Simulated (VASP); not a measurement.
# GaAs (P4/mmm) in VASP: further runs

The runs below take GaAs through single point, relaxation of cell and atoms, with r2SCAN.

Program: VASP 6.6.1. These are calculated values, not measurements. Logs are shortened: lines on timing, memory, paths and dates and some standing lists are left out, and cuts for length are marked.

**1. The cell of the first run**

It takes space group P4/mmm (No. 123, tetragonal). Conventional cell: a = 3.142 Å, b = 3.142 Å, c = 3.813 Å, α = 90.00°, β = 90.00°, γ = 90.00°. Ga (site symmetry 4/mmm) has 8 As at 2.93 Å and 6 Ga at 3.14 to 3.81 Å within 3.9 Å. Within 3.9 Å of As (site symmetry 4/mmm) lie 8 Ga at 2.93 Å and 6 As at 3.14 to 3.81 Å.

**2. Single point, r2SCAN**

POSCAR

```
GaAs
1.0
    3.1418708757      0.0000000000      0.0000000000
    0.0000000000      3.1418708757      0.0000000000
    0.0000000000      0.0000000000      3.8126168844
Ga As
1 1
Direct
    0.5000000000      0.5000000000      0.5000000000
    0.0000000000      0.0000000000      0.0000000000
```

INCAR.step1

```
ALGO = Normal
EDIFF = 1E-4
ENCUT = 520
GGA = PE
ISMEAR = 0
LASPH = T
LCHARG = F
LREAL = F
LWAVE = T
NBANDS = 16
NELM = 60
PREC = Accurate
SIGMA = 0.1
```

INCAR.step2

```
ALGO = Normal
EDIFF = 1E-6
ENCUT = 520
ISIF = 2
ISMEAR = 0
ISTART = 1
LASPH = T
LCHARG = F
LMIXTAU = T
LREAL = F
LWAVE = F
METAGGA = R2SCAN
NBANDS = 16
NELM = 60
PREC = Accurate
SIGMA = 0.1
```

KPOINTS

```
k-points
0
Gamma
  6 6 4
```

Potentials or basis: VASP PAW PBE potentials, release 64 (Ga_d, As).

Launch:

```bash
cat potpaw_PBE.64/Ga_d/POTCAR potpaw_PBE.64/As/POTCAR > POTCAR
cp INCAR.step1 INCAR
mpirun -np 1 vasp_std > vasp.out
cp INCAR.step2 INCAR
mpirun -np 1 vasp_std > vasp.out
```

OUTCAR:

```text
EDIFF = 1E-6
   ENCUT = 520
   ISIF = 2
   ISMEAR = 0
   ISTART = 1
   LASPH = T
   LREAL = F
   METAGGA = R2SCAN
   NELM = 60
   PREC = Accurate

 ion  position               nearest neighbor table
   1  0.500  0.500  0.500-
   2  0.000  0.000  0.000-

  LATTYP: Found a simple tetragonal cell.
 ALAT       =     3.1418708757
 C/A-ratio  =     1.2134861792

  Lattice vectors:

 A1 = (   3.1418708757,   0.0000000000,   0.0000000000)
 A2 = (   0.0000000000,   3.1418708757,   0.0000000000)
 A3 = (   0.0000000000,   0.0000000000,   3.8126168844)

Analysis of symmetry for initial positions (statically):
=====================================================================
 Subroutine PRICEL returns:
 Original cell was already a primitive cell.

 Routine SETGRP: Setting up the symmetry group for a
 simple tetragonal supercell.

 Subroutine GETGRP returns: Found 16 space group operations
 (whereof 16 operations were pure point group operations)
 out of a pool of 16 trial point group operations.

The static configuration has the point symmetry D_4h.

Analysis of symmetry for dynamics (positions and initial velocities):
=====================================================================
 Subroutine PRICEL returns:
 Original cell was already a primitive cell.

 Routine SETGRP: Setting up the symmetry group for a
 simple tetragonal supercell.

 Subroutine GETGRP returns: Found 16 space group operations
 (whereof 16 operations were pure point group operations)
 out of a pool of 16 trial point group operations.

The dynamic configuration has the point symmetry D_4h.

 Subroutine INISYM returns: Found 16 space group operations
 (whereof 16 operations are pure point group operations),
 and found     1 'primitive' translations

----------------------------------------------------------------------------------------

                                     Primitive cell

  volume of cell :      37.6357

  direct lattice vectors                    reciprocal lattice vectors
     3.141870876  0.000000000  0.000000000     0.318281699  0.000000000  0.000000000
     0.000000000  3.141870876  0.000000000     0.000000000  0.318281699  0.000000000
     0.000000000  0.000000000  3.812616884     0.000000000  0.000000000  0.262287041

  length of vectors
     3.141870876  3.141870876  3.812616884     0.318281699  0.318281699  0.262287041

  position of ions in fractional coordinates (direct lattice)
     0.500000000  0.500000000  0.500000000
[... 77 lines left out ...]
   NELM   =     60;   NELMIN=  2; NELMDL=  0     # of ELM steps
   EDIFF  = 0.1E-05   stopping-criterion for ELM
   LREAL  =      F    real-space projection
   EDIFFG = 0.1E-04   stopping-criterion for IOM
   NSW    =      0    number of steps for IOM
   IBRION =     -1    ionic relax: 0-MD 1-quasi-New 2-CG
   NFREE  =      0    steps in history (QN), initial steepest desc. (CG)
   ISIF   =      2    stress and relaxation
   ISYM   =      2    0-nonsym 1-usesym 2-fastsym
   POTIM  = 0.5000    time-step for ionic-motion
   TEBEG  =    0.0;   TEEND  =   0.0 temperature during run
   PSTRESS=    0.0 pullay stress
   NELECT =      18.0000    total number of electrons
   NUPDOWN=      -1.0000    fix difference up-down
   EMIN   =  10.00;   EMAX   =-10.00  energy-range for DOS
   EFERMI =   0.00;   METHOD = LEGACY
   ISMEAR =     0;   SIGMA  =   0.10  broadening in eV -4-tet -1-fermi 0-gaus
   EFERMI_NEDOS =   21; number of points for ismear=-14 and -15
   IALGO  =     38    algorithm
   IMIX   =      4    mixing-type and parameters
     AMIX     =   0.40;   BMIX     =  1.00
     AMIX_MAG =   1.60;   BMIX_MAG =  1.00
  volume/ion in A,a.u.               =      18.82       126.99
  Fermi-wavevector in a.u.,A,eV,Ry     =   1.280263  2.419345 22.300933  1.639072
  Thomas-Fermi vector in A             =   2.412701
   LORBIT       =      0    0 simple, 1 ext, 2 COOP (PROOUT), +10 PAW based schemes
   METAGGA = R2SCAN    functional components
   LHFCALC =     F    Hartree Fock is set to
   AEXX    =    0.0000 exact exchange contribution
   IVDW    =     0    specifies the selected vdW correction
   LEPSILON=     F    determine dielectric tensor
   LRPA    =     F    only Hartree local field effects (RPA)
 non-spin polarized calculation
 Gauss-broadening in eV      SIGMA  =   0.10
  energy-cutoff  :      520.00
  volume of cell :       37.64
 maximum number of plane-waves:      1032
 NGX is ok and might be reduce to    24
   NGX = 11   NGY = 11   NGZ = 15

 number of electron      17.9999992 magnetization

 Free energy of the ion-electron system (eV)
  ---------------------------------------------------
  ext. energy  EPLUGINS =         0.00000000
  ---------------------------------------------------
  free energy    TOTEN  =       -25.44202810 eV

  energy without entropy =      -25.43685113  energy(sigma->0) =      -25.43943962

 E-fermi :   6.0088     XC(G=0): -11.7454

 val. band max:        5.9599764169   @ k =   0.3333   0.0000   0.2500
 cond. band min:       6.0600570697   @ k =   0.3333   0.3333   0.2500
 fundamental gap:      0.1000806528
 Fermi energy:         6.0088474018

 k-point     1 :       0.0000    0.0000    0.0000
  band No.  band energies     occupation
      1      -9.6649      2.00000
      2      -9.5982      2.00000
      3      -9.5081      2.00000
      4      -9.5081      2.00000
      5      -9.4904      2.00000
      6      -8.3641      2.00000
[... 433 lines left out ...]
      3      -9.5427      2.00000
      4      -9.5106      2.00000
      5      -9.4621      2.00000
      6      -4.7133      2.00000
[... 8 lines left out ...]
     15      17.6188      0.00000
     16      18.0870      0.00000

 [... further k-points ...]

------------------------ aborting loop because EDIFF is reached ----------------------------------------

  FORCE on cell =-STRESS in cart. coord.  units (eV):
  Direction    XX          YY          ZZ          XY          YZ          ZX
  --------------------------------------------------------------------------------------
  -------------------------------------------------------------------------------------
  Total        0.0040974      0.0040974     -0.0330183      0.0000000      0.0000000      0.0000000
  in kB        0.1744300      0.1744300     -1.4056119      0.0000000      0.0000000      0.0000000
  external PRESSURE =      -0.3522506 kB  Pullay stress =       0.0000000 kB

 VOLUME and BASIS-vectors are now :
 -----------------------------------------------------------------------------
  energy-cutoff  :      520.00
  volume of cell :       37.64
      direct lattice vectors                 reciprocal lattice vectors
     3.141870876  0.000000000  0.000000000     0.318281699  0.000000000  0.000000000
     0.000000000  3.141870876  0.000000000     0.000000000  0.318281699  0.000000000
     0.000000000  0.000000000  3.812616884     0.000000000  0.000000000  0.262287041

 POSITION                                       TOTAL-FORCE (eV/Angst)
 -----------------------------------------------------------------------------------
      1.57094      1.57094      1.90631         0.000000      0.000000      0.000000
      0.00000      0.00000      0.00000         0.000000      0.000000      0.000000
 -----------------------------------------------------------------------------------
    total drift:                                0.000000      0.000000     -0.000000

  FREE ENERGIE OF THE ION-ELECTRON SYSTEM (eV)
  ---------------------------------------------------
  free  energy   TOTEN  =       -25.4420281025 eV

  energy  without entropy=      -25.4368511329  energy(sigma->0) =      -25.43943962
```

OUTCAR.step1:

```text
EDIFF = 1E-4
   ENCUT = 520
   GGA = PE
   ISMEAR = 0
   LASPH = T
[... 678 lines left out ...]
 -----------------------------------------------------------------------------------
      1.57094      1.57094      1.90631         0.000000      0.000000      0.000000
      0.00000      0.00000      0.00000         0.000000      0.000000      0.000000
 -----------------------------------------------------------------------------------
    total drift:                                0.000000      0.000000     -0.000000

  FREE ENERGIE OF THE ION-ELECTRON SYSTEM (eV)
  ---------------------------------------------------
  free  energy   TOTEN  =        -7.1416526106 eV

  energy  without entropy=       -7.1339845543  energy(sigma->0) =       -7.13781858
```

OSZICAR.step1:

```text
N       E                     dE             d eps       ncg     rms          rms(c)
DAV:   1     0.758644054412E+02    0.75864E+02   -0.90367E+03   968   0.167E+03
DAV:   2    -0.190982570619E+01   -0.77774E+02   -0.74521E+02  1112   0.314E+02
DAV:   3    -0.713074944016E+01   -0.52209E+01   -0.51847E+01  1120   0.588E+01
DAV:   4    -0.719473201872E+01   -0.63983E-01   -0.63972E-01  1248   0.692E+00
DAV:   5    -0.719541304317E+01   -0.68102E-03   -0.68102E-03  1144   0.684E-01    0.208E+00
DAV:   6    -0.715034618407E+01    0.45067E-01   -0.60561E-02  1256   0.460E+00    0.121E+00
DAV:   7    -0.714247079723E+01    0.78754E-02   -0.14723E-02  1432   0.114E+00    0.349E-01
DAV:   8    -0.714166257256E+01    0.80822E-03   -0.23142E-03  1256   0.679E-01    0.474E-02
DAV:   9    -0.714165261058E+01    0.99620E-05   -0.26110E-04  1136   0.231E-01
   1 F= -.71416526E+01 E0= -.71378186E+01  d E =-.766806E-02
```

It took 34 s on 1 thread of AMD EPYC 9R45 (Zen 5), shared host; peak memory 0.13 GiB.

What came out:

```yaml
Free_energy: -25.4420 eV
Pressure: 0.0 GPa
Band_gap_on_the_k_mesh: zero (bands 9 and 10 overlap by 3.98 eV)
```

Stress tensor (GPa, compression positive):
```
 0.02  0.00  0.00
 0.00  0.02  0.00
 0.00  0.00 -0.14
```

Levels at points of the mesh, in eV from the Fermi level:
```tsv
k point	band 6	band 7	band 8	band 9	band 10	band 11	band 12	band 13
(0.00, 0.00, 0.00)	-14.37	-3.37	-3.33	0.63	0.63	5.54	6.06	9.64
(0.50, 0.00, 0.00)	-11.85	-8.47	-0.48	1.34	1.70	2.45	2.84	6.96
(0.50, 0.50, 0.00)	-9.53	-5.23	-5.23	-3.81	1.00	4.93	4.93	5.56
(0.00, 0.00, 0.50)	-13.03	-9.55	1.98	1.98	4.42	4.46	5.86	5.86
(0.50, 0.00, 0.50)	-10.72	-6.08	-5.56	-5.47	3.26	7.76	8.61	8.69
(0.50, 0.50, 0.50)	-9.09	-3.38	-3.38	-2.17	-1.93	-0.81	-0.81	0.15
```

Caveat: the k points lie up to 0.41 Å⁻¹ apart, too coarse for converged energies and pressures of a metal; the PAW data sets were made with another functional, which shifts forces and pressure a little.

**3. Relaxation of cell and atoms, r2SCAN**

This run uses another cell than the first one, of 24.34 Å³/atom.

POSCAR

```
GaAs
1.0
    3.3363401468      0.0000000000      0.0000000000
    0.0000000000      3.3363401468      0.0000000000
    0.0000000000      0.0000000000      4.3729886924
Ga As
1 1
Direct
    0.5000000000      0.5000000000      0.5000000000
    0.0000000000      0.0000000000      0.0000000000
```

INCAR.step1

```
  ALGO = Normal
  EDIFF = 1E-4
  ENCUT = 600
  GGA = PE
  ISMEAR = 0
  LASPH = True
  LCHARG = False
  LREAL = False
  LWAVE = True
  NELM = 100
  PREC = Accurate
  SIGMA = 0.1
```

INCAR.step2

```
  ALGO = Normal
  EDIFF = 1E-6
  EDIFFG = -0.04
  ENCUT = 600
  IBRION = 2
  ISIF = 3
  ISMEAR = 0
  ISTART = 1
  LASPH = True
  LCHARG = False
  LMIXTAU = True
  LREAL = False
  LWAVE = False
  METAGGA = R2SCAN
  NELM = 100
  NSW = 90
  PREC = Accurate
  SIGMA = 0.1
```

KPOINTS is that of step 2.

Potentials or basis: VASP PAW PBE potentials, release 64 (Ga_d, As).

Launch:

```bash
cat potpaw_PBE.64/Ga_d/POTCAR potpaw_PBE.64/As/POTCAR > POTCAR
cp INCAR.step1 INCAR
mpirun -np 1 vasp_std > vasp.out
cp INCAR.step2 INCAR
mpirun -np 1 vasp_std > vasp.out
```

OUTCAR:

```text
EDIFF = 1E-6
   EDIFFG = -0.04
   ENCUT = 600
   IBRION = 2
   ISIF = 3
   ISMEAR = 0
   ISTART = 1
   LASPH = True
   LREAL = False
   METAGGA = R2SCAN
   NELM = 100
   NSW = 90
   PREC = Accurate

 ion  position               nearest neighbor table
   1  0.500  0.500  0.500-
   2  0.000  0.000  0.000-

  LATTYP: Found a simple tetragonal cell.
 ALAT       =     3.3363401468
 C/A-ratio  =     1.3107142857

  Lattice vectors:

 A1 = (   3.3363401468,   0.0000000000,   0.0000000000)
 A2 = (   0.0000000000,   3.3363401468,   0.0000000000)
 A3 = (   0.0000000000,   0.0000000000,   4.3729886924)

Analysis of symmetry for initial positions (statically):
=====================================================================
 Subroutine PRICEL returns:
 Original cell was already a primitive cell.

 Routine SETGRP: Setting up the symmetry group for a
 simple tetragonal supercell.

 Subroutine GETGRP returns: Found 16 space group operations
 (whereof 16 operations were pure point group operations)
 out of a pool of 16 trial point group operations.

The static configuration has the point symmetry D_4h.

Analysis of symmetry for dynamics (positions and initial velocities):
=====================================================================
 Subroutine PRICEL returns:
 Original cell was already a primitive cell.

 Routine SETGRP: Setting up the symmetry group for a
 simple tetragonal supercell.
[... 150 lines left out ...]
  ---------------------------------------------------
  ext. energy  EPLUGINS =         0.00000000
  ---------------------------------------------------
  free energy    TOTEN  =       -25.01086137 eV

  energy without entropy =      -25.00294255  energy(sigma->0) =      -25.00690196

 E-fermi :   3.3438     XC(G=0): -10.3870

 val. band max:        3.2853405208   @ k =   0.0000   0.0000   0.2500
 cond. band min:       3.4340941620   @ k =   0.5000   0.1667   0.0000
 fundamental gap:      0.1487536412
 Fermi energy:         3.3437605593

 k-point     1 :       0.0000    0.0000    0.0000
  band No.  band energies     occupation
      1     -11.8172      2.00000
      2     -11.7560      2.00000
      3     -11.7125      2.00000
      4     -11.7125      2.00000
      5     -11.7116      2.00000
      6      -8.9914      2.00000
      7      -1.0520      2.00000
      8       0.5794      2.00000
      9       4.5761      0.00000
     10       4.5761      0.00000
     11       9.4936      0.00000
     12      10.2316      0.00000
     13      11.0273      0.00000
[... 583 lines left out ...]
--------------------------------------- Ionic step        7  -------------------------------------------

 number of electron      18.0000004 magnetization

 Free energy of the ion-electron system (eV)
  ---------------------------------------------------
  ext. energy  EPLUGINS =         0.00000000
  ---------------------------------------------------
  free energy    TOTEN  =       -25.44649102 eV

  energy without entropy =      -25.44095590  energy(sigma->0) =      -25.44372346

 E-fermi :   5.9615     XC(G=0): -11.7232

 val. band max:        5.9205911300   @ k =   0.3333   0.0000   0.2500
 cond. band min:       6.0031533222   @ k =   0.3333   0.3333   0.2500
 fundamental gap:      0.0825621922
 Fermi energy:         5.9615064327

 k-point     1 :       0.0000    0.0000    0.0000
  band No.  band energies     occupation
      1      -9.7038      2.00000
      2      -9.6374      2.00000
      3      -9.5488      2.00000
      4      -9.5488      2.00000
      5      -9.5320      2.00000
      6      -8.3725      2.00000
      7       2.6254      2.00000
      8       2.6377      2.00000
      9       6.5830      0.00000
     10       6.5830      0.00000
     11      11.4865      0.00000
     12      12.0179      0.00000
     13      15.5680      0.00000
[... 397 lines left out ...]
  FREE ENERGIE OF THE ION-ELECTRON SYSTEM (eV)
  ---------------------------------------------------
  free  energy   TOTEN  =       -25.4464910215 eV

  energy  without entropy=      -25.4409559007  energy(sigma->0) =      -25.44372346

 reached required accuracy - stopping structural energy minimisation
```

OUTCAR.step1:

```text
EDIFF = 1E-4
   ENCUT = 600
   GGA = PE
   ISMEAR = 0
   LASPH = True
[... 606 lines left out ...]
 -----------------------------------------------------------------------------------
      1.66817      1.66817      2.18649         0.000000      0.000000      0.000000
      0.00000      0.00000      0.00000         0.000000      0.000000      0.000000
 -----------------------------------------------------------------------------------
    total drift:                                0.000000      0.000000      0.000000

  FREE ENERGIE OF THE ION-ELECTRON SYSTEM (eV)
  ---------------------------------------------------
  free  energy   TOTEN  =        -6.8337260115 eV

  energy  without entropy=       -6.8239581452  energy(sigma->0) =       -6.82884208
```

It took 5.1 min on 1 thread of AMD EPYC 9R45 (Zen 5), shared host; peak memory 0.16 GiB.

What came out:

- Free energy: -25.4465 eV
- Relaxed volume: 18.89 Å³/atom
- Relaxed cell: a = 3.148 Å, b = 3.148 Å, c = 3.813 Å, α = 90.00°, β = 90.00°, γ = 90.00°
- Space group after relaxing (to 0.1 Å): P4/mmm (No. 123)
- Energy gained by relaxing: 217.8 meV/atom
- Ionic steps: 7
- Pressure after relaxing: -0.3 GPa
- Band gap on the k mesh: zero (bands 9 and 10 overlap by 3.95 eV)

Step by step:
```tsv
step	energy change (eV)	largest force (eV/Å)	pressure (GPa)	volume (Å³)
1	0.0000	0.0000	-8.72	48.68
2	-0.3696	0.0000	-3.36	39.93
3	-0.3968	0.0000	0.13	37.65
4	-0.4274	0.0000	0.73	37.20
5	-0.4328	0.0000	1.08	36.98
6	-0.4331	0.0000	1.25	36.91
7	-0.4356	0.0000	-0.28	37.79
```

Final structure:
```
Ga As
1.0
     3.14792    0.00000    0.00000
     0.00000    3.14792    0.00000
     0.00000    0.00000    3.81316
Ga As
1 1
Direct
  0.50000 0.50000 0.50000
  0.00000 0.00000 0.00000
```

Caveat: the volume moved by over 15 % at a fixed basis, so the end points are rough; the highest band is partly filled, so the run has too few bands; the PAW data sets were made with another functional, which shifts forces and pressure a little.

(Part 1 of 2 ends here.)

The gap in the log of VASP goes by the Fermi energy; the results here count the filled bands.